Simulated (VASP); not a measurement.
A run of VASP 6.6.1 is set up as follows.

File POSCAR:

```
PbO2
1.0
    4.9827451507      0.0000000000      0.0000000000
    0.0000000000      4.9827451507      0.0000000000
    0.0000000000      0.0000000000      3.4080397418
Pb O
2 4
Direct
    0.0000000000      0.0000000000      0.0000000000
    0.5000000000      0.5000000000      0.5000000000
    0.3072243850      0.3072243850      0.0000000000
    0.1927756150      0.8072243850      0.5000000000
    0.6927756150      0.6927756150      0.0000000000
    0.8072243850      0.1927756150      0.5000000000
```

The input INCAR.step1:

```
SYSTEM = PbO2
PREC = Accurate
ENCUT = 520
ISMEAR = -1
SIGMA = 0.02
LREAL = .False.
LASPH = .True.
NELM = 100
NBANDS = 35
GGA = PE
ALGO = Normal
EDIFF = 1E-4
LWAVE = .True.
LCHARG = .False.
```

Contents of INCAR.step2:

```
SYSTEM = PbO2
PREC = Accurate
ENCUT = 520
EDIFF = 1E-6
ISMEAR = -1
SIGMA = 0.02
LREAL = .False.
LASPH = .True.
NELM = 100
ALGO = Normal
ISIF = 2
LWAVE = .False.
LCHARG = .False.
METAGGA = R2SCAN
LMIXTAU = .True.
NBANDS = 35
ISTART = 1
```

File KPOINTS:

```
regular mesh
0
Gamma
  6 6 8
  0 0 0
```

Potentials or basis: VASP PAW PBE potentials, release 64 (Pb_d, O).

Command:

```bash
$ cat potpaw_PBE.64/Pb_d/POTCAR potpaw_PBE.64/O/POTCAR > POTCAR
$ cp INCAR.step1 INCAR
$ mpirun -np 1 vasp_std > vasp.out
$ cp INCAR.step2 INCAR
$ mpirun -np 1 vasp_std > vasp.out
```

Predict the band gap on the k mesh.

0.10 eV (least direct gap 0.34 eV).

What does it give for the pressure?

0.8 GPa.

Forces in eV/Å, atoms in the order of the input:
```
Pb   0.000  0.000  0.000
Pb   0.000  0.000  0.000
O   -0.005 -0.005  0.000
O    0.005 -0.005  0.000
O    0.005  0.005  0.000
O   -0.005  0.005  0.000
```

Caveat: the PAW data sets were made with another functional, which shifts forces and pressure a little; spin-orbit coupling is left out, which moves the levels of the heavy elements. A k mesh can miss the band edges.
